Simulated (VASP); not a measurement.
# ZnSe (F-43m) in VASP: further runs

ZnSe is run at these levels: PBEsol; tasks: relaxation of cell and atoms.

Everything below comes from runs of VASP 6.6.1. Logs are shortened: lines on timing, memory, paths and dates and some standing lists are left out, and cuts for length are marked.

## (1) The cell of the first run

It takes space group F-43m (No. 216, cubic). Conventional cell: a = 5.633 Å, b = 5.633 Å, c = 5.633 Å, α = 90.00°, β = 90.00°, γ = 90.00°. Within 3.2 Å of Zn (site symmetry -43m) lie 4 Se at 2.44 Å. Se (site symmetry -43m) has 4 Zn at 2.44 Å within 3.2 Å.

## (2) Relaxation of cell and atoms, PBEsol, target pressure 4 GPa, at which the enthalpy is minimised

File INCAR:

```
ALGO = Normal ; EDIFF = 1E-6
EDIFFG = -0.002 ; ENCUT = 600
GGA = PS ; IBRION = 2
ISIF = 3 ; ISMEAR = 0
LASPH = True ; LCHARG = False
LREAL = False ; LWAVE = False
NELM = 80 ; NSW = 100
PREC = Accurate ; PSTRESS = 40.0
SIGMA = 0.01
```

File KPOINTS:

```
k-points
0
Gamma
  8 8 8
```

File POSCAR:

```
ZnSe
1.0
    0.0000000000      2.8165937340      2.8165937340
    2.8165937340      0.0000000000      2.8165937340
    2.8165937340      2.8165937340      0.0000000000
Zn Se
1 1
Direct
    0.0000000000      0.0000000000      0.0000000000
    0.7500000000      0.7500000000      0.7500000000
```

Potentials or basis: VASP PAW PBE potentials, release 64 (Zn, Se).

Started as:

```bash
$ cat potpaw_PBE.64/Zn/POTCAR potpaw_PBE.64/Se/POTCAR > POTCAR
$ mpirun -np 1 vasp_std > vasp.out
```

OUTCAR:

```text
EDIFF = 1E-6
   EDIFFG = -0.002
   ENCUT = 600
   GGA = PS
   IBRION = 2
   ISIF = 3
   ISMEAR = 0
   LASPH = True
   LREAL = False
   NELM = 80
   NSW = 100
   PREC = Accurate
   PSTRESS = 40.0

 ion  position               nearest neighbor table
   1  0.000  0.000  0.000-   2 2.44   2 2.44   2 2.44   2 2.44
   2  0.750  0.750  0.750-   1 2.44   1 2.44   1 2.44   1 2.44

  LATTYP: Found a face centered cubic cell.
 ALAT       =     5.6331874680

  Lattice vectors:

 A1 = (   0.0000000000,   2.8165937340,   2.8165937340)
 A2 = (   2.8165937340,   0.0000000000,   2.8165937340)
 A3 = (   2.8165937340,   2.8165937340,   0.0000000000)

Analysis of symmetry for initial positions (statically):
=====================================================================
 Subroutine PRICEL returns:
 Original cell was already a primitive cell.

 Routine SETGRP: Setting up the symmetry group for a
 face centered cubic supercell.

 Subroutine GETGRP returns: Found 24 space group operations
 (whereof 24 operations were pure point group operations)
 out of a pool of 48 trial point group operations.

The static configuration has the point symmetry T_d .

Analysis of symmetry for dynamics (positions and initial velocities):
=====================================================================
 Subroutine PRICEL returns:
 Original cell was already a primitive cell.

 Routine SETGRP: Setting up the symmetry group for a
 face centered cubic supercell.

 Subroutine GETGRP returns: Found 24 space group operations
 (whereof 24 operations were pure point group operations)
 out of a pool of 48 trial point group operations.

The dynamic configuration has the point symmetry T_d .

 Subroutine INISYM returns: Found 24 space group operations
 (whereof 24 operations are pure point group operations),
 and found     1 'primitive' translations

----------------------------------------------------------------------------------------

                                     Primitive cell

  volume of cell :      44.6892

  direct lattice vectors                    reciprocal lattice vectors
     0.000000000  2.816593734  2.816593734    -0.177519389  0.177519389  0.177519389
     2.816593734  0.000000000  2.816593734     0.177519389 -0.177519389  0.177519389
     2.816593734  2.816593734  0.000000000     0.177519389  0.177519389 -0.177519389

  length of vectors
     3.983265058  3.983265058  3.983265058     0.307472602  0.307472602  0.307472602

  position of ions in fractional coordinates (direct lattice)
     0.000000000  0.000000000  0.000000000
     0.750000000  0.750000000  0.750000000

  ion indices of the primitive-cell ions
   primitive index   ion index
                 1           1
                 2           2

----------------------------------------------------------------------------------------

 KPOINTS: k-points

Automatic generation of k-mesh.
 Grid dimensions read from file:
 generate k-points for:    8    8    8

 Generating k-lattice:

  Cartesian coordinates                     Fractional coordinates (reciprocal lattice)
    -0.022189924  0.022189924  0.022189924     0.125000000  0.000000000  0.000000000
     0.022189924 -0.022189924  0.022189924     0.000000000  0.125000000  0.000000000
     0.022189924  0.022189924 -0.022189924     0.000000000  0.000000000  0.125000000

  Length of vectors
     0.038434075  0.038434075  0.038434075

  Shift w.r.t. Gamma in fractional coordinates (k-lattice)
     0.000000000  0.000000000  0.000000000

 Subroutine IBZKPT returns following result:
 ===========================================

 Found     29 irreducible k-points:

 Following reciprocal coordinates:
            Coordinates               Weight
  0.000000  0.000000  0.000000      1.000000
  0.125000  0.000000  0.000000      8.000000
  0.250000  0.000000  0.000000      8.000000
  0.375000  0.000000  0.000000      8.000000
  0.500000  0.000000  0.000000      4.000000
  0.125000  0.125000  0.000000      6.000000
[... 16 lines left out ...]
  0.500000  0.250000  0.125000     48.000000
 -0.375000  0.250000  0.125000     24.000000
 [... further k-points ...]
   k-points           NKPTS =     29   k-points in BZ     NKDIM =     29   number of bands    NBANDS=     13
   number of dos      NEDOS =    301   number of ions     NIONS =      2
   total plane-waves  NPLWV =  32768
   dimension x,y,z NGX =    32 NGY =   32 NGZ =   32
   dimension x,y,z NGXF=    64 NGYF=   64 NGZF=   64
   ions per type =               1   1
   NGX,Y,Z   is equivalent  to a cutoff of  13.36, 13.36, 13.36 a.u.
   NGXF,Y,Z  is equivalent  to a cutoff of  26.71, 26.71, 26.71 a.u.
 SYSTEM =  unknown system
   PREC   = accura    normal or accurate (medium, high low for compatibility)
   ISTART =      0    job   : 0-new  1-cont  2-samecut
   ICHARG =      2    charge: 1-file 2-atom 10-const
   ISPIN  =      1    spin polarized calculation?
   LNONCOLLINEAR =      F non collinear calculations
   LSORBIT =      F    spin-orbit coupling
   LASPH  =      T    aspherical Exc in radial PAW
   ENCUT  =  600.0 eV  44.10 Ry    6.64 a.u.   7.96  7.96  7.96*2*pi/ulx,y,z
   NELM   =     80;   NELMIN=  2; NELMDL= -5     # of ELM steps
   EDIFF  = 0.1E-05   stopping-criterion for ELM
   LREAL  =      F    real-space projection
   EDIFFG = -.2E-02   stopping-criterion for IOM
   NSW    =    100    number of steps for IOM
   IBRION =      2    ionic relax: 0-MD 1-quasi-New 2-CG
   NFREE  =      1    steps in history (QN), initial steepest desc. (CG)
   ISIF   =      3    stress and relaxation
   ISYM   =      2    0-nonsym 1-usesym 2-fastsym
   POTIM  = 0.5000    time-step for ionic-motion
   TEBEG  =    0.0;   TEEND  =   0.0 temperature during run
   PSTRESS=   40.0 pullay stress
   NELECT =      18.0000    total number of electrons
   NUPDOWN=      -1.0000    fix difference up-down
   EMIN   =  10.00;   EMAX   =-10.00  energy-range for DOS
   EFERMI =   0.00;   METHOD = LEGACY
   ISMEAR =     0;   SIGMA  =   0.01  broadening in eV -4-tet -1-fermi 0-gaus
   EFERMI_NEDOS =   21; number of points for ismear=-14 and -15
   IALGO  =     38    algorithm
   IMIX   =      4    mixing-type and parameters
     AMIX     =   0.40;   BMIX     =  1.00
     AMIX_MAG =   1.60;   BMIX_MAG =  1.00
  volume/ion in A,a.u.               =      22.34       150.79
  Fermi-wavevector in a.u.,A,eV,Ry     =   1.209014  2.284706 19.887850  1.461716
  Thomas-Fermi vector in A             =   2.344605
   LORBIT       =      0    0 simple, 1 ext, 2 COOP (PROOUT), +10 PAW based schemes
   GGA     = PS    functional components
   LHFCALC =     F    Hartree Fock is set to
   AEXX    =    0.0000 exact exchange contribution
   IVDW    =     0    specifies the selected vdW correction
   LEPSILON=     F    determine dielectric tensor
   LRPA    =     F    only Hartree local field effects (RPA)
 conjugate gradient relaxation of ions
 non-spin polarized calculation
 Gauss-broadening in eV      SIGMA  =   0.01
  energy-cutoff  :      600.00
  volume of cell :       44.69
 maximum number of plane-waves:      1524
   NGX = 15   NGY = 15   NGZ = 15

--------------------------------------- Ionic step        1  -------------------------------------------

 number of electron      17.9999985 magnetization

 Free energy of the ion-electron system (eV)
  ---------------------------------------------------
  ext. energy  EPLUGINS =         0.00000000
  ---------------------------------------------------
  free energy    TOTEN  =        -6.77296770 eV

  energy without entropy =       -6.77296770  energy(sigma->0) =       -6.77296770

------------------------ aborting loop because EDIFF is reached ----------------------------------------

  FORCE on cell =-STRESS in cart. coord.  units (eV):
  Direction    XX          YY          ZZ          XY          YZ          ZX
  --------------------------------------------------------------------------------------
  -------------------------------------------------------------------------------------
  Total        0.0700359      0.0700359      0.0700359      0.0000000      0.0000000     -0.0000000
  in kB        2.5108947      2.5108947      2.5108947      0.0000000      0.0000000     -0.0000000
  external PRESSURE =     -37.4891053 kB  Pullay stress =      40.0000000 kB

 VOLUME and BASIS-vectors are now :
 -----------------------------------------------------------------------------
  energy-cutoff  :      600.00
  volume of cell :       44.69
      direct lattice vectors                 reciprocal lattice vectors
     0.000000000  2.816593734  2.816593734    -0.177519389  0.177519389  0.177519389
     2.816593734  0.000000000  2.816593734     0.177519389 -0.177519389  0.177519389
     2.816593734  2.816593734  0.000000000     0.177519389  0.177519389 -0.177519389
[... 236 lines left out ...]
  FREE ENERGIE OF THE ION-ELECTRON SYSTEM (eV)
  ---------------------------------------------------
  free  energy   TOTEN  =        -6.7453134518 eV

  energy  without entropy=       -6.7453134518  energy(sigma->0) =       -6.74531345

  enthalpy is  TOTEN    =        -5.6841844058 eV   P V=        1.0611290460

--------------------------------------- Ionic step        8  -------------------------------------------

 number of electron      18.0000006 magnetization

 Free energy of the ion-electron system (eV)
  ---------------------------------------------------
  ext. energy  EPLUGINS =         0.00000000
  ---------------------------------------------------
  free energy    TOTEN  =        -6.74508968 eV

  energy without entropy =       -6.74508968  energy(sigma->0) =       -6.74508968

 E-fermi :   2.1896     XC(G=0):  -9.8418

 val. band max:        2.1013934765   @ k =   0.0000   0.0000   0.0000
 cond. band min:       3.5513765062   @ k =   0.0000   0.0000   0.0000
 fundamental gap:      1.4499830297
 Fermi energy:         2.1895662504

 k-point     1 :       0.0000    0.0000    0.0000
  band No.  band energies     occupation
      1     -11.6530      2.00000
      2      -4.7343      2.00000
      3      -4.7343      2.00000
      4      -4.7343      2.00000
      5      -4.2973      2.00000
      6      -4.2973      2.00000
      7       2.1014      2.00000
      8       2.1014      2.00000
      9       2.1014      2.00000
     10       3.5514      0.00000
     11       7.8015      0.00000
     12       7.8015      0.00000
     13       7.8015      0.00000

 k-point     2 :       0.1250    0.0000    0.0000
  band No.  band energies     occupation
      1     -11.5375      2.00000
      2      -4.7334      2.00000
      3      -4.7158      2.00000
      4      -4.7158      2.00000
      5      -4.2991      2.00000
      6      -4.2991      2.00000
      7       0.7048      2.00000
      8       1.9264      2.00000
      9       1.9264      2.00000
     10       4.5410      0.00000
     11       7.7866      0.00000
[... 339 lines left out ...]
 k-point    24 :      -0.3750    0.2500    0.1250
  band No.  band energies     occupation
      1     -10.5765      2.00000
      2      -4.6229      2.00000
      3      -4.5722      2.00000
      4      -4.3448      2.00000
      5      -4.2907      2.00000
      6      -4.0550      2.00000
      7      -3.2418      2.00000
      8      -0.5885      2.00000
      9       0.4368      2.00000
     10       6.4525      0.00000
     11       7.4622      0.00000
     12       9.6151      0.00000
     13      10.8800      0.00000

 [... further k-points ...]

------------------------ aborting loop because EDIFF is reached ----------------------------------------

  FORCE on cell =-STRESS in cart. coord.  units (eV):
  Direction    XX          YY          ZZ          XY          YZ          ZX
  --------------------------------------------------------------------------------------
  -------------------------------------------------------------------------------------
  Total        1.0606380      1.0606380      1.0606380      0.0000000      0.0000000      0.0000000
  in kB       39.9899832     39.9899832     39.9899832      0.0000000      0.0000000      0.0000000
  external PRESSURE =      -0.0100168 kB  Pullay stress =      40.0000000 kB

 VOLUME and BASIS-vectors are now :
 -----------------------------------------------------------------------------
  energy-cutoff  :      600.00
  volume of cell :       42.49
      direct lattice vectors                 reciprocal lattice vectors
     0.000000000  2.769696507  2.769696507    -0.180525194  0.180525194  0.180525194
     2.769696507  0.000000000  2.769696507     0.180525194 -0.180525194  0.180525194
     2.769696507  2.769696507  0.000000000     0.180525194  0.180525194 -0.180525194

 POSITION                                       TOTAL-FORCE (eV/Angst)
 -----------------------------------------------------------------------------------
      0.00000      0.00000      0.00000         0.000000     -0.000000     -0.000000
      4.15454      4.15454      4.15454        -0.000000      0.000000      0.000000
 -----------------------------------------------------------------------------------
    total drift:                               -0.000001     -0.000001     -0.000001

  FREE ENERGIE OF THE ION-ELECTRON SYSTEM (eV)
  ---------------------------------------------------
  free  energy   TOTEN  =        -6.7450896798 eV

  energy  without entropy=       -6.7450896798  energy(sigma->0) =       -6.74508968

  enthalpy is  TOTEN    =        -5.6841860033 eV   P V=        1.0609036764

 reached required accuracy - stopping structural energy minimisation
```

It took 71 s on 1 thread of AMD EPYC 7R13, shared host; peak memory 0.2 GiB.

Results:

- Free energy: -6.7451 eV
- Relaxed volume: 21.25 Å³/atom
- Relaxed cell: a = 3.917 Å, b = 3.917 Å, c = 3.917 Å, α = 60.00°, β = 60.00°, γ = 60.00°
- Space group after relaxing (to 0.05 Å): F-43m (No. 216)
- Energy change on relaxing (the enthalpy is what falls): +13.9 meV/atom
- Ionic steps: 8
- Pressure after relaxing: 4.0 GPa
- Band gap on the k mesh: 1.45 eV, direct

Step by step:
```
step  energy change (eV)  largest force (eV/Å)  pressure (GPa)  volume (Å³)
   1              0.0000                0.0000            0.25        44.69
   2              0.0630                0.0000            6.25        41.39
   3              0.0280                0.0000            3.98        42.49
   4              0.0291                0.0000            4.11        42.45
   5              0.0270                0.0000            3.95        42.53
   6              0.0282                0.0000            4.05        42.48
   7              0.0277                0.0000            3.97        42.50
   8              0.0279                0.0000            4.00        42.49
```

Final structure:
```yaml
crystal:
  lattice:
    - [0.00000, 2.76970, 2.76970]
    - [2.76970, 0.00000, 2.76970]
    - [2.76970, 2.76970, 0.00000]
  atoms:
    - { symbol: Zn, position: [0.00000, 0.00000, 0.00000] }
    - { symbol: Se, position: [0.75000, 0.75000, 0.75000] }
```

Caveat: the cell is relaxed towards a set pressure, so the enthalpy falls and the energy may rise; the PAW data sets were made with another functional, which shifts forces and pressure a little.

## (3) Relaxation of cell and atoms, PBEsol, target pressure 7 GPa, at which the enthalpy is minimised

File INCAR:

```
SYSTEM = ZnSe
ALGO = Normal
EDIFF = 1E-7
EDIFFG = -0.002
ENCUT = 600
GGA = PS
IBRION = 2
ISIF = 3
ISMEAR = 0
LASPH = .True.
LCHARG = .False.
LREAL = .False.
LWAVE = .False.
NELM = 60
NSW = 100
PREC = Accurate
PSTRESS = 70.0
SIGMA = 0.01
```

File KPOINTS:

```
k-points
0
Gamma
  8 8 8
  0 0 0
```

POSCAR is that of step 2.

Potentials or basis: VASP PAW PBE potentials, release 64 (Zn, Se).

Started as:

```bash
$ cat potpaw_PBE.64/Zn/POTCAR potpaw_PBE.64/Se/POTCAR > POTCAR
$ mpirun -np 1 vasp_std > vasp.out
```

Wall time 67 s (1 thread of AMD EPYC 7R13, shared host); peak memory 0.2 GiB.

It converged, with:

```
Free energy                                            : -6.6971 eV
Relaxed volume                                         : 20.54 Å³/atom
Relaxed cell                                           : a = 3.873 Å, b = 3.873 Å, c = 3.873 Å, α = 60.00°, β = 60.00°, γ = 60.00°
Space group after relaxing (to 0.05 Å)                 : F-43m (No. 216)
Energy change on relaxing (the enthalpy is what falls) : +37.9 meV/atom
Ionic steps                                            : 6
Pressure after relaxing                                : 7.0 GPa
Band gap on the k mesh                                 : 1.59 eV, direct
```

Step by step:
```
step  energy change (eV)  largest force (eV/Å)  pressure (GPa)  volume (Å³)
   1              0.0000                0.0000            0.25        44.69
   2              0.2110                0.0000           12.91        38.88
   3              0.0753                0.0000            6.97        41.10
   4              0.0783                0.0000            7.12        41.03
   5              0.0747                0.0000            6.95        41.11
   6              0.0759                0.0000            6.99        41.08
```

Final structure:
```xyz
2
Lattice="0.0000 2.7387 2.7387 2.7387 0.0000 2.7387 2.7387 2.7387 0.0000" Properties=species:S:1:pos:R:3 pbc="T T T"
Zn    2.7387    0.0000    2.7387
Se    4.1080    4.1080    4.1080
```

Levels at points of the mesh, in eV from the valence-band top:
```csv
k point,band 7,band 8,band 9,band 10,band 11,band 12
"(0.00, 0.00, 0.00)",0.00,0.00,0.00,1.59,5.68,5.68
"(0.50, 0.00, 0.00)",-5.99,-1.04,-1.04,2.62,6.26,6.26
"(0.50, 0.50, 0.00)",-5.25,-2.61,-2.61,2.58,3.32,11.41
```

Caveat: the cell is relaxed towards a set pressure, so the enthalpy falls and the energy may rise; the PAW data sets were made with another functional, which shifts forces and pressure a little.
